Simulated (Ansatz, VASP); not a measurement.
**Cu2O in VASP and in Ansatz**

File INCAR:

```
SYSTEM = Cu2O
PREC = Accurate
ENCUT = 600
EDIFF = 1E-6
ISMEAR = 0
SIGMA = 0.1
LREAL = .False.
LASPH = .True.
NELM = 120
ALGO = Normal
ISIF = 2
LWAVE = .False.
LCHARG = .False.
GGA = PE
NBANDS = 37
GGA_COMPAT = .False.
```

Contents of KPOINTS:

```
regular mesh
0
Gamma
  4 4 4
  0 0 0
```

The input POSCAR:

```
Cu2O
1.0
    4.2466993200      0.0000000000      0.0000000000
    0.0000000000      4.2466993200      0.0000000000
    0.0000000000      0.0000000000      4.2466993200
Cu O
4 2
Direct
    0.2500000000      0.2500000000      0.7500000000
    0.7500000000      0.2500000000      0.2500000000
    0.2500000000      0.7500000000      0.2500000000
    0.7500000000      0.7500000000      0.7500000000
    0.5000000000      0.5000000000      0.5000000000
    0.0000000000      0.0000000000      0.0000000000
```

Input for Ansatz:

```yaml
crystal:
  lattice:
    - [4.24669932, 0.0, 0.0]
    - [0.0, 4.24669932, 0.0]
    - [0.0, 0.0, 4.24669932]
  atoms:
    - { symbol: Cu, position: [0.25, 0.25, 0.75] }
    - { symbol: Cu, position: [0.75, 0.25, 0.25] }
    - { symbol: Cu, position: [0.25, 0.75, 0.25] }
    - { symbol: Cu, position: [0.75, 0.75, 0.75] }
    - { symbol: O, position: [0.5, 0.5, 0.5] }
    - { symbol: O, position: [0.0, 0.0, 0.0] }
basis:
  ecutwfc: 420
kpoints:
  mp_grid: { grid: [4, 4, 4] }
hamiltonian:
  xc: pbe
  pseudopotentials: { kind: paw, azcp: { folder: soft_1 } }
scf:
  occupations: { method: gaussian, width: 0.1 }
output:
  forces: true
  stress: true
  eigenvalues: true
```

Alike in both runs: task single point; functional PBE; k mesh 4 × 4 × 4; occupations gaussian, width 0.1 eV; no spin polarisation.

|  | VASP | Ansatz |
| --- | --- | --- |
| version | VASP 6.6.1 | Ansatz 0.2.0 |
| potentials or method | VASP PAW PBE potentials, release 64 (Cu, O), cutoff 600 eV | scalar-relativistic, plane waves, PAW |
| valence electrons in the cell | 56 | 88 |

Ansatz gave:

* gap on the k mesh at the Fermi level (eV): 0.55
* least direct gap on the mesh (eV): 0.55
* pressure (GPa): 4.6

Which values does VASP return?

gap on the k mesh at the Fermi level (eV): 0.56; least direct gap on the mesh (eV): 0.56; pressure (GPa): 5.4.

VASP's potentials hold 56 valence electrons a cell and Ansatz's 88, so a difference there can come from the potentials and not from the codes.
